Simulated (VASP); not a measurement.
**BiSb (CsCl type): single point with LDA**

BiSb (CsCl type):

```
Sb Bi
1.0
     3.49456    0.00000    0.00000
     0.00000    3.49456    0.00000
     0.00000    0.00000    3.49456
Sb Bi
1 1
Direct
  0.00000 0.00000 0.00000
  0.50000 0.50000 0.50000
```

```yaml
Program: VASP 6.6.1
Task: single point
Functional: LDA
Potentials_or_basis: VASP PAW LDA potentials, release 64 (Sb, Bi_d)
Cutoff: 520 eV
k_mesh: 12 × 12 × 12
Occupations: fermi-dirac, width 0.1 eV
Spin: no spin polarisation
```

```json
{"Pressure": "31.5 GPa", "Band gap on the k mesh": "zero (bands 10 and 11 overlap by 5.45 eV)"}
```

Levels at points of the mesh, in eV from the Fermi level:
| k point | band 7 | band 8 | band 9 | band 10 | band 11 | band 12 | band 13 | band 14 |
| --- | --- | --- | --- | --- | --- | --- | --- | --- |
| (0.00, 0.00, 0.00) | -5.60 | -2.75 | -2.75 | -2.75 | 2.86 | 2.86 | 7.91 | 7.91 |
| (0.50, 0.00, 0.00) | -12.00 | 0.01 | 0.81 | 0.93 | 0.93 | 1.08 | 1.08 | 4.45 |
| (0.50, 0.50, 0.00) | -9.33 | -7.46 | -7.46 | 1.85 | 2.66 | 4.29 | 4.29 | 7.40 |
| (0.50, 0.50, 0.50) | -8.00 | -3.84 | -3.84 | -3.84 | -3.60 | -3.60 | -3.60 | 16.11 |

Wall time 18 s on 1 thread of Intel(R) Xeon(R) 6975P-C (Granite Rapids) (shared host), peak memory 0.18 GiB.

Caveat: the cell stands under pressure; spin-orbit coupling is left out, which moves the levels of the heavy elements.
